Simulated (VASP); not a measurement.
Runs of VASP 6.6.1 on Al3Co2Ru. The structure is that of space group P-3m1 (No. 164), or close to it. The cells are those of the table. 

```csv
task,cell,cutoff (eV),gap on the mesh (eV),pressure (GPa),largest force (eV/Å)
single point,"a = 3.937, b = 3.937, c = 4.840 Å, angles 90.0, 90.0, 120.0°, 6 atoms",520,none,(a),0.01
relaxation of cell and atoms,"relaxed from a = 4.107, b = 4.107, c = 5.056 Å, angles 90.0, 90.0, 120.0°, 6 atoms",600,none,-0.1,0.01
single point,"a = 4.068, b = 4.068, c = 4.996 Å, angles 90.0, 90.0, 120.0°, 6 atoms",520,none,6.0,0.01
single point,"a = 4.110, b = 4.110, c = 5.046 Å, angles 90.0, 90.0, 120.0°, 6 atoms",520,none,0.0,0.01
single point,"a = 3.982, b = 3.982, c = 4.893 Å, angles 90.0, 90.0, 120.0°, 6 atoms",520,none,21.4,0.01
```

Alike in all rows: level PBE; potentials or basis VASP PAW PBE potentials, release 64 (Al, Co, Ru_pv); no spin polarisation; k mesh 12 × 12 × 8; smearing gaussian 0.1 eV.

Q: Estimate the missing entries.

A: (a) 31.6.

Caveats: the run has no spin polarisation, though such a crystal can be magnetic; the cell stands under pressure (at least some runs).

A k mesh can miss the band edges, and the runs leave out spin-orbit coupling on Ru.

A gap of «none» marks levels without a gap at the run's occupations.
